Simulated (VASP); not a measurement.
Set up this calculation in VASP 6.6.1, as the native input.

| Item | Value |
| --- | --- |
| Task | single point |
| Functional | HSE06 |
| Potentials or basis | VASP PAW PBE potentials, release 64 (Al, N) |
| Cutoff | 520 eV |
| k mesh | 8 × 8 × 8 |
| Occupations | gaussian, width 0.01 eV |
| Spin | no spin polarisation |
| Dipole correction | no |
| Grid for exact exchange (PRECFOCK) | Normal |
| Further INCAR settings | ALGO = Normal; EDIFF = 1e-06; NBANDS = 11 |
| Share of exact exchange | 0.25 |
| Screening parameter | 0.2079 1/Å |

AlN:

```
Al N
1.0
     0.00000    1.95830    1.95830
     1.95830    0.00000    1.95830
     1.95830    1.95830    0.00000
Al N
1 1
Direct
  0.00000 0.00000 0.00000
  0.50000 0.50000 0.50000
```

This cell differs from its parent crystal: strain -3.0%.

One way to write it, as run:

POSCAR

```
AlN
1.0
    0.0000000000      1.9583023986      1.9583023986
    1.9583023986      0.0000000000      1.9583023986
    1.9583023986      1.9583023986      0.0000000000
Al N
1 1
Direct
    0.0000000000      0.0000000000      0.0000000000
    0.5000000000      0.5000000000      0.5000000000
```

INCAR.step1

```
PREC = Accurate ; ENCUT = 520
EDIFF = 1E-5 ; ISMEAR = 0
SIGMA = 0.01 ; LREAL = F
LASPH = T ; NELM = 100
ALGO = Normal ; ISIF = 2
LWAVE = T ; GGA = PE
NBANDS = 11
```

INCAR.step2

```
PREC = Accurate ; ENCUT = 520
EDIFF = 1E-6 ; ISMEAR = 0
SIGMA = 0.01 ; LREAL = F
LASPH = T ; NELM = 100
ALGO = Normal ; ISIF = 2
LWAVE = F ; LCHARG = T
GGA = PE ; LHFCALC = T
HFSCREEN = 0.2079 ; PRECFOCK = Normal
LELF = T ; LVHAR = T
ISTART = 1 ; NBANDS = 11
```

KPOINTS

```
Automatic mesh
0
Gamma
  8 8 8
```

Potentials or basis: VASP PAW PBE potentials, release 64 (Al, N).

Command:

```sh
$ cat potpaw_PBE.64/Al/POTCAR potpaw_PBE.64/N/POTCAR > POTCAR
$ cp INCAR.step1 INCAR
$ mpirun -np 1 vasp_std > vasp.out
$ cp INCAR.step2 INCAR
$ mpirun -np 1 vasp_std > vasp.out
```

It gave:

```json
{
 "Pressure": "28.6 GPa",
 "Band gap on the k mesh": "6.48 eV (least direct gap 8.77 eV)"
}
```

Caveat: the cell differs from its parent crystal (strain -3.0%); the cell stands under pressure; the structure was generated, so it needn't be the stable form of AlN; the PAW data sets were made with another functional, which shifts forces and pressure a little.

Wall time 7.1 min on 1 thread of Intel(R) Xeon(R) Platinum 8488C (Sapphire Rapids), with other jobs on the host, peak memory 0.24 GiB.
